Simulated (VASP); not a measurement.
# Ca in VASP: notebook

The runs below take Ca through single point, with r2SCAN.

Everything below comes from runs of VASP 6.6.1. Logs are shortened: lines on timing, memory, paths and dates and some standing lists are left out, and cuts for length are marked.

## (1) The cell of the first run

The cell holds a slab with vacuum, 4 atoms: a = 3.938 Å, b = 3.938 Å, c = 18.353 Å, α = 90.00°, β = 90.00°, γ = 90.00°.

## (2) Single point, r2SCAN

File POSCAR:

```
Ca
1.0
    3.9377488677      0.0000000000      0.0000000000
    0.0000000000      3.9377488677      0.0000000000
    0.0000000000      0.0000000000     18.3532267810
Ca
4
Direct
    0.5000000000      0.5000000000      0.2724316579
    0.0000000000      0.0000000000      0.4241438860
    0.5000000000      0.5000000000      0.5758561140
    0.0000000000      0.0000000000      0.7275683421
```

File INCAR.step1:

```
SYSTEM = Ca
PREC     = Accurate       ! precision mode
ENCUT    = 520            ! plane-wave cutoff, eV
ISMEAR   = 0              ! smearing method
SIGMA    = 0.1            ! smearing width, eV
LREAL    = .FALSE.        ! projectors in reciprocal space
LASPH    = .TRUE.         ! aspherical terms in the spheres
NELM     = 80             ! most SCF steps
LDIPOL   = .TRUE.       
IDIPOL   = 3            
DIPOL    = 0.5 0.5 0.500
NBANDS   = 28             ! bands
GGA      = PE             ! functional
ALGO     = Normal         ! electronic algorithm
EDIFF    = 1E-4           ! SCF threshold, eV
LWAVE    = .TRUE.         ! write WAVECAR
LCHARG   = .FALSE.        ! write CHGCAR
```

File INCAR.step2:

```
SYSTEM = Ca
PREC     = Accurate       ! precision mode
ENCUT    = 520            ! plane-wave cutoff, eV
EDIFF    = 1E-7           ! SCF threshold, eV
ISMEAR   = 0              ! smearing method
SIGMA    = 0.1            ! smearing width, eV
LREAL    = .FALSE.        ! projectors in reciprocal space
LASPH    = .TRUE.         ! aspherical terms in the spheres
NELM     = 80             ! most SCF steps
ALGO     = Normal         ! electronic algorithm
ISIF     = 2              ! what is computed and relaxed
LWAVE    = .FALSE.        ! write WAVECAR
LCHARG   = .FALSE.        ! write CHGCAR
LDIPOL   = .TRUE.       
IDIPOL   = 3            
DIPOL    = 0.5 0.5 0.500
METAGGA  = R2SCAN         ! meta-GGA
LMIXTAU  = .TRUE.       
NBANDS   = 28             ! bands
ISTART   = 1
```

File KPOINTS:

```
regular mesh
0
G
  9 9 1
  0 0 0
```

Potentials or basis: VASP PAW PBE potentials, release 64 (Ca_sv).

Started as:

```
$ cat potpaw_PBE.64/Ca_sv/POTCAR > POTCAR
$ cp INCAR.step1 INCAR
$ mpirun -np 1 vasp_std > vasp.out
$ cp INCAR.step2 INCAR
$ mpirun -np 1 vasp_std > vasp.out
```

OUTCAR:

```text
SYSTEM = Ca
   PREC = Accurate
   ENCUT = 520
   EDIFF = 1E-7
   ISMEAR = 0
   LREAL = .FALSE.
   LASPH = .TRUE.
   NELM = 80
   ISIF = 2
   METAGGA = R2SCAN
   ISTART = 1

 ion  position               nearest neighbor table
   1  0.500  0.500  0.272-
   2  0.000  0.000  0.424-
   3  0.500  0.500  0.576-
   4  0.000  0.000  0.728-

  LATTYP: Found a simple tetragonal cell.
 ALAT       =     3.9377488677
 C/A-ratio  =     4.6608423741

  Lattice vectors:

 A1 = (   3.9377488677,   0.0000000000,   0.0000000000)
 A2 = (   0.0000000000,   3.9377488677,   0.0000000000)
 A3 = (   0.0000000000,   0.0000000000,  18.3532267810)

Analysis of symmetry for initial positions (statically):
=====================================================================
 Subroutine PRICEL returns:
 Original cell was already a primitive cell.

 Routine SETGRP: Setting up the symmetry group for a
 simple tetragonal supercell.

 Subroutine GETGRP returns: Found 16 space group operations
 (whereof  8 operations were pure point group operations)
 out of a pool of 16 trial point group operations.

The static configuration has the point symmetry C_4v.
 The point group associated with its full space group is D_4h.

Analysis of symmetry for dynamics (positions and initial velocities):
=====================================================================
 Subroutine PRICEL returns:
 Original cell was already a primitive cell.

 Routine SETGRP: Setting up the symmetry group for a
 simple tetragonal supercell.

 Subroutine GETGRP returns: Found 16 space group operations
 (whereof  8 operations were pure point group operations)
 out of a pool of 16 trial point group operations.

The dynamic configuration has the point symmetry C_4v.
 The point group associated with its full space group is D_4h.

 Subroutine INISYM returns: Found 16 space group operations
 (whereof  8 operations are pure point group operations),
 and found     1 'primitive' translations

----------------------------------------------------------------------------------------

                                     Primitive cell

  volume of cell :     284.5827

  direct lattice vectors                    reciprocal lattice vectors
     3.937748868  0.000000000  0.000000000     0.253952203  0.000000000  0.000000000
     0.000000000  3.937748868  0.000000000     0.000000000  0.253952203  0.000000000
     0.000000000  0.000000000 18.353226781     0.000000000  0.000000000  0.054486332

  length of vectors
     3.937748868  3.937748868 18.353226781     0.253952203  0.253952203  0.054486332

  position of ions in fractional coordinates (direct lattice)
     0.500000000  0.500000000  0.272431658
     0.000000000  0.000000000  0.424143886
     0.500000000  0.500000000  0.575856114
     0.000000000  0.000000000  0.727568342

  ion indices of the primitive-cell ions
   primitive index   ion index
                 1           1
                 2           2
                 3           3
                 4           4

----------------------------------------------------------------------------------------

 KPOINTS: regular mesh

Automatic generation of k-mesh.
 Grid dimensions read from file:
 generate k-points for:    9    9    1

 Generating k-lattice:

  Cartesian coordinates                     Fractional coordinates (reciprocal lattice)
     0.028216911  0.000000000  0.000000000     0.111111111  0.000000000  0.000000000
     0.000000000  0.028216911  0.000000000     0.000000000  0.111111111  0.000000000
     0.000000000  0.000000000  0.054486332     0.000000000  0.000000000  1.000000000

  Length of vectors
     0.028216911  0.028216911  0.054486332

  Shift w.r.t. Gamma in fractional coordinates (k-lattice)
     0.000000000  0.000000000  0.000000000

 Subroutine IBZKPT returns following result:
 ===========================================

 Found     15 irreducible k-points:

 Following reciprocal coordinates:
            Coordinates               Weight
  0.000000  0.000000  0.000000      1.000000
  0.111111  0.000000  0.000000      4.000000
  0.222222  0.000000  0.000000      4.000000
  0.333333  0.000000  0.000000      4.000000
  0.444444  0.000000  0.000000      4.000000
  0.111111  0.111111  0.000000      4.000000
  0.222222  0.111111  0.000000      8.000000
  0.333333  0.111111  0.000000      8.000000
  0.444444  0.111111  0.000000      8.000000
  0.222222  0.222222  0.000000      4.000000
  0.333333  0.222222  0.000000      8.000000
  0.444444  0.222222  0.000000      8.000000
  0.333333  0.333333  0.000000      4.000000
  0.444444  0.333333  0.000000      8.000000
  0.444444  0.444444  0.000000      4.000000
   k-points           NKPTS =     15   k-points in BZ     NKDIM =     15   number of bands    NBANDS=     28
   number of dos      NEDOS =    301   number of ions     NIONS =      4
   total plane-waves  NPLWV = 126000
   dimension x,y,z NGX =    30 NGY =   30 NGZ =  140
   dimension x,y,z NGXF=    60 NGYF=   60 NGZF=  280
   ions per type =               4
   NGX,Y,Z   is equivalent  to a cutoff of  12.67, 12.67, 12.68 a.u.
   NGXF,Y,Z  is equivalent  to a cutoff of  25.33, 25.33, 25.36 a.u.
 SYSTEM =  Ca
   PREC   = accura    normal or accurate (medium, high low for compatibility)
   ISTART =      1    job   : 0-new  1-cont  2-samecut
   ICHARG =      0    charge: 1-file 2-atom 10-const
   ISPIN  =      1    spin polarized calculation?
   LNONCOLLINEAR =      F non collinear calculations
   LSORBIT =      F    spin-orbit coupling
   LASPH  =      T    aspherical Exc in radial PAW
   ENCUT  =  520.0 eV  38.22 Ry    6.18 a.u.   7.32  7.32 34.12*2*pi/ulx,y,z
   NELM   =     80;   NELMIN=  2; NELMDL=  0     # of ELM steps
   EDIFF  = 0.1E-06   stopping-criterion for ELM
   LREAL  =      F    real-space projection
   EDIFFG = 0.1E-05   stopping-criterion for IOM
   NSW    =      0    number of steps for IOM
   IBRION =     -1    ionic relax: 0-MD 1-quasi-New 2-CG
   NFREE  =      0    steps in history (QN), initial steepest desc. (CG)
   ISIF   =      2    stress and relaxation
   ISYM   =      2    0-nonsym 1-usesym 2-fastsym
   POTIM  = 0.5000    time-step for ionic-motion
   TEBEG  =    0.0;   TEEND  =   0.0 temperature during run
   PSTRESS=    0.0 pullay stress
   NELECT =      40.0000    total number of electrons
   NUPDOWN=      -1.0000    fix difference up-down
   EMIN   =  10.00;   EMAX   =-10.00  energy-range for DOS
   EFERMI =   0.00;   METHOD = LEGACY
   ISMEAR =     0;   SIGMA  =   0.10  broadening in eV -4-tet -1-fermi 0-gaus
   EFERMI_NEDOS =   21; number of points for ismear=-14 and -15
   IALGO  =     38    algorithm
   IMIX   =      4    mixing-type and parameters
     AMIX     =   0.40;   BMIX     =  1.00
     AMIX_MAG =   1.60;   BMIX_MAG =  1.00
  volume/ion in A,a.u.               =      71.15       480.11
  Fermi-wavevector in a.u.,A,eV,Ry     =   0.851188  1.608512  9.857700  0.724521
  Thomas-Fermi vector in A             =   1.967282
   LORBIT       =      0    0 simple, 1 ext, 2 COOP (PROOUT), +10 PAW based schemes
   METAGGA = R2SCAN    functional components
   LHFCALC =     F    Hartree Fock is set to
   AEXX    =    0.0000 exact exchange contribution
   IVDW    =     0    specifies the selected vdW correction
   LEPSILON=     F    determine dielectric tensor
   LRPA    =     F    only Hartree local field effects (RPA)
 non-spin polarized calculation
 Gauss-broadening in eV      SIGMA  =   0.10
  energy-cutoff  :      520.00
  volume of cell :      284.58
 maximum number of plane-waves:      7693
 NGX is ok and might be reduce to    30
   NGX = 15   NGY = 15   NGZ = 69

 dipolmoment           0.000000      0.000000     -0.000000 electrons x Angstroem

 number of electron      39.9999998 magnetization

 dipolmoment           0.000000      0.000000      0.000000 electrons x Angstroem

 Free energy of the ion-electron system (eV)
  ---------------------------------------------------
  ext. energy  EPLUGINS =         0.00000000
  ---------------------------------------------------
  free energy    TOTEN  =       -27.18399863 eV

  energy without entropy =      -27.15914071  energy(sigma->0) =      -27.17156967

 E-fermi :   0.2137     XC(G=0):  -5.7658

 val. band max:        0.1655931772   @ k =   0.3333   0.1111   0.0000
 cond. band min:       0.2624818373   @ k =   0.3333   0.1111   0.0000
 fundamental gap:      0.0968886601
 Fermi energy:         0.2136868151

 k-point     1 :       0.0000    0.0000    0.0000
  band No.  band energies     occupation
      1     -44.2275      2.00000
      2     -44.2275      2.00000
      3     -43.5574      2.00000
      4     -43.5488      2.00000
      5     -24.3653      2.00000
      6     -24.3652      2.00000
[... 20 lines left out ...]
     27       2.6022      0.00000
     28       2.7633      0.00000

 k-point     2 :       0.1111    0.0000    0.0000
  band No.  band energies     occupation
      1     -44.2270      2.00000
      2     -44.2270      2.00000
      3     -43.5567      2.00000
      4     -43.5485      2.00000
      5     -24.3644      2.00000
      6     -24.3644      2.00000
[... 20 lines left out ...]
     27       2.5268      0.00000
     28       2.6932      0.00000

 k-point     3 :       0.2222    0.0000    0.0000
  band No.  band energies     occupation
      1     -44.2258      2.00000
      2     -44.2258      2.00000
      3     -43.5546      2.00000
      4     -43.5480      2.00000
      5     -24.3623      2.00000
      6     -24.3623      2.00000
[... 20 lines left out ...]
     27       2.3610      0.00000
     28       2.5331      0.00000

 k-point     4 :       0.3333    0.0000    0.0000
  band No.  band energies     occupation
      1     -44.2243      2.00000
      2     -44.2243      2.00000
      3     -43.5520      2.00000
      4     -43.5477      2.00000
      5     -24.3599      2.00000
      6     -24.3599      2.00000
[... 20 lines left out ...]
     27       2.2425      0.00000
     28       2.3688      0.00000

 k-point     5 :       0.4444    0.0000    0.0000
  band No.  band energies     occupation
      1     -44.2234      2.00000
      2     -44.2234      2.00000
      3     -43.5496      2.00000
      4     -43.5481      2.00000
      5     -24.3584      2.00000
      6     -24.3583      2.00000
[... 20 lines left out ...]
     27       2.3499      0.00000
     28       2.3891      0.00000

 k-point     6 :       0.1111    0.1111    0.0000
  band No.  band energies     occupation
      1     -44.2265      2.00000
      2     -44.2265      2.00000
      3     -43.5559      2.00000
      4     -43.5482      2.00000
      5     -24.3636      2.00000
      6     -24.3636      2.00000
[... 184 lines left out ...]
      5     -24.3552      2.00000
      6     -24.3552      2.00000
[... 20 lines left out ...]
     27       1.9069      0.00000
     28       1.9560      0.00000

 k-point    13 :       0.3333    0.3333    0.0000
  band No.  band energies     occupation
      1     -44.2212      2.00000
      2     -44.2212      2.00000
      3     -43.5477      2.00000
      4     -43.5455      2.00000
      5     -24.3543      2.00000
      6     -24.3543      2.00000
[... 20 lines left out ...]
     27       1.8639      0.00000
     28       2.0662      0.00000

 k-point    14 :       0.4444    0.3333    0.0000
  band No.  band energies     occupation
      1     -44.2203      2.00000
      2     -44.2203      2.00000
      3     -43.5461      2.00000
      4     -43.5453      2.00000
      5     -24.3527      2.00000
      6     -24.3527      2.00000
[... 20 lines left out ...]
     27       1.8789      0.00000
     28       1.8807      0.00000

 k-point    15 :       0.4444    0.4444    0.0000
  band No.  band energies     occupation
      1     -44.2193      2.00000
      2     -44.2193      2.00000
      3     -43.5449      2.00000
      4     -43.5446      2.00000
      5     -24.3510      2.00000
      6     -24.3510      2.00000
[... 20 lines left out ...]
     27       2.1211      0.00000
     28       2.1470      0.00000

------------------------ aborting loop because EDIFF is reached ----------------------------------------

 vacuum level on the upper side and lower side of the slab       (xc-potential included)        -0.388        -0.388

  FORCE on cell =-STRESS in cart. coord.  units (eV):
  Direction    XX          YY          ZZ          XY          YZ          ZX
  --------------------------------------------------------------------------------------
  -------------------------------------------------------------------------------------
  Total       -0.7456776     -0.7456776     -0.3701359      0.0000000      0.0000000     -0.0000000
  in kB       -4.1981044     -4.1981044     -2.0838351      0.0000000      0.0000000     -0.0000000
  external PRESSURE =      -3.4933480 kB  Pullay stress =       0.0000000 kB

 VOLUME and BASIS-vectors are now :
 -----------------------------------------------------------------------------
  energy-cutoff  :      520.00
  volume of cell :      284.58
      direct lattice vectors                 reciprocal lattice vectors
     3.937748868  0.000000000  0.000000000     0.253952203  0.000000000  0.000000000
     0.000000000  3.937748868  0.000000000     0.000000000  0.253952203  0.000000000
     0.000000000  0.000000000 18.353226781     0.000000000  0.000000000  0.054486332

 POSITION                                       TOTAL-FORCE (eV/Angst)
 -----------------------------------------------------------------------------------
      1.96887      1.96887      5.00000        -0.000000      0.000000      0.072381
      0.00000      0.00000      7.78441         0.000000     -0.000000     -0.090332
      1.96887      1.96887     10.56882         0.000000      0.000000      0.090332
      0.00000      0.00000     13.35323         0.000000     -0.000000     -0.072381
 -----------------------------------------------------------------------------------
    total drift:                                0.000000      0.000000      0.000000

  FREE ENERGIE OF THE ION-ELECTRON SYSTEM (eV)
  ---------------------------------------------------
  free  energy   TOTEN  =       -27.1839986311 eV

  energy  without entropy=      -27.1591407074  energy(sigma->0) =      -27.17156967

 vacuum level on the upper side and lower side of the slab         2.615         2.615
```

Run time: 7.2 min. Hardware: 1 thread of Intel Xeon 6975P-C (Granite Rapids), shared host; peak memory 0.42 GiB.

Results:

- Free energy: -27.1840 eV
- Largest force: 0.090 eV/Å
- Band gap on the k mesh: zero (bands 20 and 21 overlap by 0.39 eV)

Forces on the atoms (eV/Å):
```
Ca   0.000  0.000  0.072
Ca   0.000  0.000 -0.090
Ca   0.000  0.000  0.090
Ca   0.000  0.000 -0.072
```

Caveat: the PAW data sets were made with another functional, which shifts forces and pressure a little.

(Part 1 of 2 ends here.)

The gap in the log of VASP goes by the Fermi energy; the results here count the filled bands.